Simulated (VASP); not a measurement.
# MgO (P1) in VASP: notebook, part 2 of 2

VASP 6.6.1. Earlier steps stand in the parts before.

## Step 3: Single point, PBEsol

INCAR reads:

```
PREC     = Accurate       # precision mode
ENCUT    = 520            # plane-wave cutoff, eV
EDIFF    = 1E-6           # SCF threshold, eV
ISMEAR   = -1             # smearing method
SIGMA    = 0.086          # smearing width, eV
LREAL    = False          # projectors in reciprocal space
LASPH    = True           # aspherical terms in the spheres
NELM     = 120            # most SCF steps
ALGO     = Normal         # electronic algorithm
ISIF     = 2              # what is computed and relaxed
LWAVE    = False          # write WAVECAR
LCHARG   = True           # write CHGCAR
GGA      = PS             # functional
LELF     = True           # ELF
LVHAR    = True         
NBANDS   = 66             # bands
GGA_COMPAT= False
```

KPOINTS reads:

```
regular mesh
0
Gamma
  4 2 4
```

POSCAR reads:

```
MgO
1.0
    5.8461105929      0.0000000000      0.0000000000
   -4.3845829447      7.5943204302      0.0000000000
    0.0000000000      0.0000000000      5.0921016473
Mg O
12 12
Direct
   -0.0118911042      0.0107116892      0.0060063609
   -0.0098475072     -0.0048135973      0.5218538796
    0.0021923011      0.3398965087      0.0146815608
    0.0035098348      0.3250493606      0.5105803419
    0.0315460318      0.6793039677      0.0186321889
    0.0207705078      0.6646681617      0.5068478948
    0.5051091407      0.0018179375     -0.0308860684
    0.4751795452     -0.0066925014      0.4621512222
    0.4916111285      0.3347793951      0.0103894234
    0.5038974427      0.3339250725      0.5002074146
    0.4943037146      0.6533926301     -0.0106531652
    0.5280890641      0.6796418518      0.4918680289
    0.1584626078      0.2177374546      0.2588440081
    0.3386451669      0.1147897311      0.7321589902
    0.1695970016      0.5618310472      0.2661869487
    0.3189949226      0.4302720737      0.7590822548
    0.1497901497      0.8855033260      0.2408062692
    0.3556342977      0.7788052999      0.7477973269
    0.6459534436      0.2244572132      0.2344570244
    0.8258907972      0.1118954629      0.7293638771
    0.6778698636      0.5607336481      0.2688797465
    0.8256754743      0.4417962122      0.7522340019
    0.6525470478      0.8841532382      0.2561985385
    0.8285741912      0.7702806398      0.7514400271
```

Potentials or basis: VASP PAW PBE potentials, release 64 (Mg, O).

Started as:

```console
$ cat potpaw_PBE.64/Mg/POTCAR potpaw_PBE.64/O/POTCAR > POTCAR
$ mpirun -np 1 vasp_std > vasp.out
```

OUTCAR:

```text
PREC = Accurate
   ENCUT = 520
   EDIFF = 1E-6
   ISMEAR = -1
   LREAL = False
   LASPH = True
   NELM = 120
   ISIF = 2
   GGA = PS

 ion  position               nearest neighbor table
   1  0.988  0.011  0.006-  13 2.03  20 2.12  23 2.13  17 2.14  24 2.24  14 2.26   2 2.47   2 2.63
                             7 2.79   3 2.85   9 2.89  11 3.02   5 3.04   7 3.07
   2  0.990  0.995  0.522-  20 2.02  14 2.06  24 2.07  13 2.16  17 2.18  23 2.18   1 2.47   1 2.63
                            12 2.74   4 2.85   8 2.86  10 2.99   6 2.99   8 3.02
   3  0.002  0.340  0.015-  16 2.07  15 2.12  19 2.12  13 2.12  22 2.14  20 2.26   4 2.53   4 2.57
                            11 2.82   1 2.85   9 2.88   5 2.89   7 2.94   9 2.96
[... 1532 lines left out ...]
  external PRESSURE =      30.1944885 kB  Pullay stress =       0.0000000 kB

 VOLUME and BASIS-vectors are now :
 -----------------------------------------------------------------------------
  energy-cutoff  :      520.00
  volume of cell :      226.08
      direct lattice vectors                 reciprocal lattice vectors
     5.846110593  0.000000000  0.000000000     0.171053897  0.098758014  0.000000000
    -4.384582945  7.594320430  0.000000000     0.000000000  0.131677351  0.000000000
     0.000000000  0.000000000  5.092101647     0.000000000  0.000000000  0.196382568

 POSITION                                       TOTAL-FORCE (eV/Angst)
 -----------------------------------------------------------------------------------
      5.72963      0.08135      0.03059         0.709325     -0.868971      0.394519
      1.42506      7.55776      2.65733         0.280483      0.028890     -1.201268
     -1.47749      2.58128      0.07476        -0.825350     -0.137590     -0.509524
     -1.40469      2.46853      2.59993        -0.685083      0.605476      0.022526
     -2.79404      5.15885      0.09488        -1.307780     -0.843374     -1.105851
     -2.79287      5.04770      2.58092        -1.194263     -0.371443      0.812502
[... 16 lines left out ...]
     -0.06178      6.71454      1.30459         0.215907      0.800420     -1.029016
      1.46658      5.84976      3.82641         0.480144      0.709774      0.307224
 -----------------------------------------------------------------------------------
    total drift:                                0.001257      0.000791     -0.000368

  FREE ENERGIE OF THE ION-ELECTRON SYSTEM (eV)
  ---------------------------------------------------
  free  energy   TOTEN  =      -145.2145994485 eV

  energy  without entropy=     -145.2145994484  energy(sigma->0) =     -145.21459945
```

OSZICAR:

```text
N       E                     dE             d eps       ncg     rms          rms(c)
DAV:   1     0.507878668416E+03    0.50788E+03   -0.47564E+04  2720   0.133E+03
DAV:   2    -0.124198914968E+03   -0.63208E+03   -0.61294E+03  3270   0.286E+02
DAV:   3    -0.162024119263E+03   -0.37825E+02   -0.37639E+02  3242   0.734E+01
DAV:   4    -0.162362098671E+03   -0.33798E+00   -0.33747E+00  3224   0.769E+00
DAV:   5    -0.162365524211E+03   -0.34255E-02   -0.34236E-02  3216   0.729E-01    0.233E+01
DAV:   6    -0.145601153614E+03    0.16764E+02   -0.71987E+01  3200   0.304E+01    0.772E+00
DAV:   7    -0.145406680885E+03    0.19447E+00   -0.17258E+00  3056   0.492E+00    0.480E+00
DAV:   8    -0.145230493699E+03    0.17619E+00   -0.44777E-01  3208   0.386E+00    0.940E-01
DAV:   9    -0.145214631907E+03    0.15862E-01   -0.46006E-02  3272   0.888E-01    0.325E-01
DAV:  10    -0.145214876330E+03   -0.24442E-03   -0.16763E-02  3176   0.480E-01    0.163E-01
DAV:  11    -0.145214624766E+03    0.25156E-03   -0.96401E-04  3216   0.156E-01    0.625E-02
DAV:  12    -0.145214604583E+03    0.20183E-04   -0.40931E-04  3160   0.798E-02    0.171E-02
DAV:  13    -0.145214599904E+03    0.46788E-05   -0.14409E-05  3632   0.269E-02    0.812E-03
DAV:  14    -0.145214599448E+03    0.45537E-06   -0.57406E-06  3128   0.111E-02
   1 F= -.14521460E+03 E0= -.14521460E+03  d E =-.106362E-09
```

Wall time 9.2 min (1 thread of Oxide Virtual Turin-like, shared host); peak memory 0.43 GiB.

Results:

| Quantity | Value |
| --- | --- |
| Free energy | -145.2146 eV |
| Pressure | 3.0 GPa |
| Largest force | 1.909 eV/Å |
| Band gap on the k mesh | 4.19 eV |

Forces in eV/Å, atoms in the order of the input:
```
Mg   0.709 -0.869  0.395
Mg   0.280  0.029 -1.201
Mg  -0.825 -0.138 -0.510
Mg  -0.685  0.605  0.023
Mg  -1.308 -0.843 -1.106
Mg  -1.194 -0.371  0.813
Mg  -0.463  0.393  0.083
Mg   0.471  0.794  0.904
Mg   0.584  0.063 -0.827
Mg   0.115  0.188  0.538
Mg   0.514  0.655  0.490
Mg  -0.328 -0.862  0.245
O   -0.380  0.425 -0.448
O   -0.457 -0.815  0.572
O    0.896 -0.750 -0.772
O    0.039  0.717  0.246
O    0.376  0.599  0.370
O   -1.001 -0.200  0.041
O    1.333 -0.526  0.254
O    0.306 -0.466  1.136
O   -0.392 -0.505 -0.853
O    0.713  0.369  0.328
O    0.216  0.800 -1.029
O    0.480  0.710  0.307
```

Stress tensor (GPa, compression positive):
```
 1.75  0.03 -0.24
 0.03  3.34  0.19
-0.24  0.19  3.97
```

Levels at points of the mesh, in eV from the valence-band top:
```tsv
k point	band 45	band 46	band 47	band 48	band 49	band 50	band 51	band 52
(0.00, 0.00, 0.00)	-0.54	-0.48	-0.07	0.00	4.19	7.23	7.29	7.81
(0.50, 0.00, 0.00)	-0.63	-0.59	-0.51	-0.27	6.38	6.57	7.03	7.14
(0.00, 0.50, 0.00)	-0.67	-0.55	-0.31	-0.20	5.48	5.53	7.86	8.12
(0.50, 0.50, 0.00)	-0.81	-0.57	-0.47	-0.29	6.08	6.24	7.78	8.06
(0.00, 0.00, 0.50)	-0.44	-0.32	-0.27	-0.19	6.49	6.67	7.86	8.12
(0.50, 0.00, 0.50)	-0.83	-0.70	-0.66	-0.43	7.65	7.81	8.05	8.16
(0.00, 0.50, 0.50)	-0.63	-0.55	-0.52	-0.36	7.21	7.34	7.56	7.69
(0.50, 0.50, 0.50)	-0.82	-0.68	-0.61	-0.47	7.55	7.82	8.02	8.13
```

Caveat: the cell stands under pressure; the atoms stand as in a frame of molecular dynamics; the PAW data sets were made with another functional, which shifts forces and pressure a little.

## Step 4: Single point, PBEsol

INCAR reads:

```
SYSTEM = MgO
PREC = Accurate
ENCUT = 520
EDIFF = 1E-6
ISMEAR = -1
SIGMA = 0.086
LREAL = .False.
LASPH = .True.
NELM = 120
ALGO = Normal
ISIF = 2
LWAVE = .False.
LCHARG = .False.
GGA = PS
NBANDS = 66
GGA_COMPAT = .False.
```

KPOINTS reads:

```
regular mesh
0
Gamma
  4 2 4
  0 0 0
```

POSCAR reads:

```
MgO
1.0
    5.8461105929      0.0000000000      0.0000000000
   -4.3845829447      7.5943204302      0.0000000000
    0.0000000000      0.0000000000      5.0921016473
Mg O
12 12
Direct
    0.0023870295      0.0010764623     -0.0164321150
   -0.0116159471      0.0042573921      0.5167457726
   -0.0035749542      0.3447532961      0.0116309540
    0.0095193927      0.3322342036      0.5063616516
   -0.0053149335      0.6709781404      0.0191284477
   -0.0018269793      0.6552594199      0.5135793001
    0.4785669420      0.0040307754     -0.0344729961
    0.5027444426      0.0000580697      0.4540950201
    0.4958948056      0.3258179613      0.0060880560
    0.4927003967      0.3327110073      0.5013864956
    0.5083590450      0.6629292306     -0.0062257202
    0.5007742407      0.6662162924      0.5001092233
    0.1628769154      0.2180669113      0.2485983367
    0.3406338742      0.1247752197      0.7670665809
    0.1724508740      0.5529916783      0.2280033040
    0.3317487845      0.4440440762      0.7441416654
    0.1514291473      0.8884173458      0.2660777600
    0.3604676549      0.7882760617      0.7433253030
    0.6462323358      0.2169446253      0.2717889579
    0.8400959123      0.1201410987      0.7553494149
    0.7007763046      0.5667950200      0.2711029935
    0.8285049328      0.4299705326      0.7563933847
    0.6624435791      0.8814102673      0.2355149373
    0.8500203331      0.7676777736      0.7551828825
```

Potentials or basis: VASP PAW PBE potentials, release 64 (Mg, O).

Started as:

```console
$ cat potpaw_PBE.64/Mg/POTCAR potpaw_PBE.64/O/POTCAR > POTCAR
$ mpirun -np 1 vasp_std > vasp.out
```

OUTCAR:

```text
SYSTEM = MgO
   PREC = Accurate
   ENCUT = 520
   EDIFF = 1E-6
   ISMEAR = -1
   LREAL = .False.
   LASPH = .True.
   NELM = 120
   ISIF = 2
   GGA = PS

 ion  position               nearest neighbor table
   1  0.002  0.001  0.984-  14 2.04  20 2.08  24 2.12  13 2.13  23 2.15  17 2.16   2 2.38   2 2.72
                             7 2.77   9 2.87   5 2.88  11 2.93   3 3.03   7 3.08
   2  0.988  0.004  0.517-  20 2.04  13 2.12  17 2.13  24 2.18  23 2.19  14 2.19   1 2.38   1 2.72
                             4 2.82   8 2.84  12 2.91  10 2.92   8 3.04   6 3.09
   3  0.996  0.345  0.012-  15 1.93  22 1.99  20 2.15  13 2.17  16 2.18  19 2.22   4 2.52   4 2.58
                             9 2.85   5 2.87  11 2.90   9 3.01   7 3.02   1 3.03
[... 1532 lines left out ...]
  external PRESSURE =      38.5664423 kB  Pullay stress =       0.0000000 kB

 VOLUME and BASIS-vectors are now :
 -----------------------------------------------------------------------------
  energy-cutoff  :      520.00
  volume of cell :      226.08
      direct lattice vectors                 reciprocal lattice vectors
     5.846110593  0.000000000  0.000000000     0.171053897  0.098758014  0.000000000
    -4.384582945  7.594320430  0.000000000     0.000000000  0.131677351  0.000000000
     0.000000000  0.000000000  5.092101647     0.000000000  0.000000000  0.196382568

 POSITION                                       TOTAL-FORCE (eV/Angst)
 -----------------------------------------------------------------------------------
      0.00924      0.00817      5.00843        -0.719440     -0.055044      2.156703
      5.75954      0.03233      2.63132         0.778081     -0.557145     -1.860038
      4.31361      2.61817      0.05923         0.523281     -1.344213     -0.658857
     -1.40106      2.52309      2.57845        -0.638942     -0.261644      0.077673
      2.87308      5.09562      0.09740         0.933435      0.033892     -0.289104
      2.96239      4.97625      2.61520         0.432958      0.778238      0.242393
[... 16 lines left out ...]
      0.00810      6.69371      1.19927        -0.149141      0.484074      0.393944
      1.60337      5.82999      3.84547        -1.102021      0.851327      0.092300
 -----------------------------------------------------------------------------------
    total drift:                               -0.001280     -0.000650     -0.000837

  FREE ENERGIE OF THE ION-ELECTRON SYSTEM (eV)
  ---------------------------------------------------
  free  energy   TOTEN  =      -144.7557544900 eV

  energy  without entropy=     -144.7557544899  energy(sigma->0) =     -144.75575449
```

Run time: 7.8 min. Hardware: 1 thread of Oxide Virtual Turin-like, shared host; peak memory 0.42 GiB.

What came out:

| Quantity | Value |
| --- | --- |
| Free energy | -144.7558 eV |
| Pressure | 3.9 GPa |
| Largest force | 2.458 eV/Å |
| Band gap on the k mesh | 4.14 eV |

Forces on the atoms (eV/Å):
```
Mg  -0.719 -0.055  2.157
Mg   0.778 -0.557 -1.860
Mg   0.523 -1.344 -0.659
Mg  -0.639 -0.262  0.078
Mg   0.933  0.034 -0.289
Mg   0.433  0.778  0.242
Mg   1.622 -0.451  0.689
Mg  -0.105 -0.903  1.581
Mg  -0.179  0.726  0.125
Mg   0.491  0.031  0.410
Mg  -0.312  0.493  0.285
Mg   0.375  0.289 -0.501
O   -0.337  0.619  0.357
O   -0.832 -0.997 -1.151
O    0.052  0.420  1.431
O    0.322  0.437  0.271
O    0.715  0.181 -0.811
O   -0.602 -0.712 -0.326
O    0.807  1.028 -1.427
O    0.101 -0.736 -0.280
O   -1.773 -1.539 -0.727
O   -0.404  1.185 -0.081
O   -0.149  0.484  0.394
O   -1.102  0.851  0.092
```

Stress tensor (GPa, compression positive):
```
 2.96 -0.31  0.77
-0.31  3.66  0.21
 0.77  0.21  4.94
```

Caveat: the cell stands under pressure; the atoms stand as in a frame of molecular dynamics; the PAW data sets were made with another functional, which shifts forces and pressure a little.

## Step 5: Summary

| cell | gap on the mesh (eV) | pressure (GPa) | largest force (eV/Å) |
| --- | --- | --- | --- |
| as given, atomic positions A | 4.08 | 5.5 | 3.01 |
| as given, atomic positions B | 4.19 | 3.0 | 1.91 |
| as given, atomic positions C | 4.14 | 3.9 | 2.46 |

Alike in all rows: task single point; level PBEsol; potentials or basis VASP PAW PBE potentials, release 64 (Mg, O); no spin polarisation; k mesh 4 × 2 × 4; cutoff (eV) 520; smearing fermi-dirac 0.086 eV.

Caveats: the cell stands under pressure; the atoms stand as in a frame of molecular dynamics; the PAW data sets were made with another functional, which shifts forces and pressure a little.

Absolute energies hang on the potentials; compare differences alone.
